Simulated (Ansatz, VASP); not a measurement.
**HfC in VASP and in Ansatz**

INCAR

```
SYSTEM = HfC
PREC = Accurate
ENCUT = 520
EDIFF = 1E-6
ISMEAR = 0
SIGMA = 0.05
LREAL = .FALSE.
LASPH = .TRUE.
NELM = 80
ALGO = Normal
ISIF = 2
LWAVE = .FALSE.
LCHARG = .TRUE.
GGA = PE
LELF = .TRUE.
LVHAR = .TRUE.
NBANDS = 14
```

The input KPOINTS:

```
Automatic mesh
0
G
  12 12 12
  0 0 0
```

Contents of POSCAR:

```
HfC
1.0
    2.8616829222      0.0000000000      0.0000000000
    0.0000000000      2.8616829222      0.0000000000
    0.0000000000      0.0000000000      2.8616829222
Hf C
1 1
Direct
    0.0000000000      0.0000000000      0.0000000000
    0.5000000000      0.5000000000      0.5000000000
```

Input for Ansatz:

```yaml
crystal:
  lattice:
    - [2.8616829222, 0.0, 0.0]
    - [0.0, 2.8616829222, 0.0]
    - [0.0, 0.0, 2.8616829222]
  atoms:
    - { symbol: Hf, position: [0.0, 0.0, 0.0] }
    - { symbol: C, position: [0.5, 0.5, 0.5] }
basis:
  ecutwfc: 420
  ecutrho_ratio: 4
kpoints:
  mp_grid: { grid: [12, 12, 12] }
hamiltonian:
  xc: pbe
scf:
  occupations: { method: gaussian, width: 0.05 }
output:
  forces: true
  stress: true
  eigenvalues: true
```

Alike in both runs: task single point; functional PBE; k mesh 12 × 12 × 12; occupations gaussian, width 0.05 eV; no spin polarisation.

|  | VASP | Ansatz |
| --- | --- | --- |
| version | VASP 6.6.1 | Ansatz 0.2.0 |
| potentials or method | VASP PAW PBE potentials, release 64 (Hf_pv, C), cutoff 520 eV | scalar-relativistic, plane waves, PAW |
| valence electrons in the cell | 14 | 30 |

Ansatz gave:

- gap on the k mesh at the Fermi level (eV): none
- pressure (GPa): 9.0

Question: What did VASP give for the same quantities?

Answer: gap on the k mesh at the Fermi level (eV): none; pressure (GPa): 7.5.

A gap of «none» marks a metal or a gap that the smearing closes. The functional is the same, so the differences come from potentials, cutoffs and numerics. VASP's potentials hold 14 valence electrons a cell and Ansatz's 30, so a difference there can come from the potentials and not from the codes.

Neither program's run includes spin-orbit coupling.
